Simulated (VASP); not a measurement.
Here is a VASP 6.6.1 calculation.

File INCAR:

```
SYSTEM = Sr
  ALGO = Normal
  EDIFF = 1E-6
  ENCUT = 520
  GGA = PE
  ISIF = 2
  ISMEAR = -1
  LASPH = .TRUE.
  LCHARG = .TRUE.
  LELF = .TRUE.
  LREAL = .FALSE.
  LVHAR = .TRUE.
  LWAVE = .FALSE.
  NBANDS = 17
  NELM = 60
  PREC = Accurate
  SIGMA = 0.1
```

Contents of KPOINTS:

```
k-points
0
G
  12 12 12
  0 0 0
```

File POSCAR:

```
Sr
1.0
   -3.6281031177      3.6281031177      1.9577306381
    3.6281031177     -3.6281031177      1.9577306381
    3.6281031177      3.6281031177     -1.9577306381
Sr
2
Direct
   -0.3750000000     -0.1250000000     -0.2500000000
    0.3750000000      0.1250000000      0.2500000000
```

Potentials or basis: VASP PAW PBE potentials, release 64 (Sr_sv).

The run is started by

```bash
$ cat potpaw_PBE.64/Sr_sv/POTCAR > POTCAR
$ mpirun -np 1 vasp_std > vasp.out
```

Question: What does it give for the pressure?

Answer: 0.8 GPa.

Question: What does it give for the band gap on the k mesh?

Answer: Zero (band 10 reaches 2.10 eV, above the bottom of band 11 at 1.45 eV).
